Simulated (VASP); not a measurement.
The system is MgSeS4.

```xyz
6
Lattice="0.0000 4.0048 4.0048 4.0048 0.0000 4.0048 4.0048 4.0048 0.0000" Properties=species:S:1:pos:R:3 pbc="T T T"
Mg    6.0072    6.0072    6.0072
Se    0.0000    0.0000    0.0000
S     2.9966    5.0129    5.0129
S     2.9966    2.9966    2.9966
S     5.0129    2.9966    5.0129
S     5.0129    5.0129    2.9966
```

* Program: VASP 6.6.1
* Task: relaxation of cell and atoms
* Functional: PBE
* Potentials or basis: VASP PAW PBE potentials, release 64 (Mg, Se, S)
* Cutoff: 600 eV
* k mesh: 4 × 4 × 4
* Occupations: gaussian, width 0.1 eV
* Spin: no spin polarisation

At the start: pressure -6.8 GPa; volume 21.41 Å³/atom.

Task: Where does the relaxation end?

Result: Over 3 steps the energy falls by 72.8 meV/atom and the volume is 18.42 Å³/atom (-14.0 %); space group F-43m (No. 216, to 0.05 Å).

The path:
```csv
step,energy change (eV),largest force (eV/Å),pressure (GPa),volume (Å³)
1,0.0000,0.0874,-6.77,128.46
2,-0.4304,0.0488,-1.03,112.36
3,-0.4367,0.0400,-0.05,110.53
```

Final structure:
```cif
data_structure
_symmetry_space_group_name_H-M 'P 1'
_symmetry_Int_Tables_number 1
_cell_length_a 5.3868
_cell_length_b 5.3868
_cell_length_c 5.3868
_cell_angle_alpha 60.000
_cell_angle_beta 60.000
_cell_angle_gamma 60.000
_cell_volume 110.53
loop_
_atom_site_label
_atom_site_type_symbol
_atom_site_fract_x
_atom_site_fract_y
_atom_site_fract_z
_atom_site_occupancy
Mg1 Mg 0.75000 0.75000 0.75000 1
Se1 Se 0.00000 0.00000 0.00000 1
S1 S 0.87864 0.37379 0.37379 1
S2 S 0.37379 0.37379 0.37379 1
S3 S 0.37379 0.87864 0.37379 1
S4 S 0.37379 0.37379 0.87864 1
```
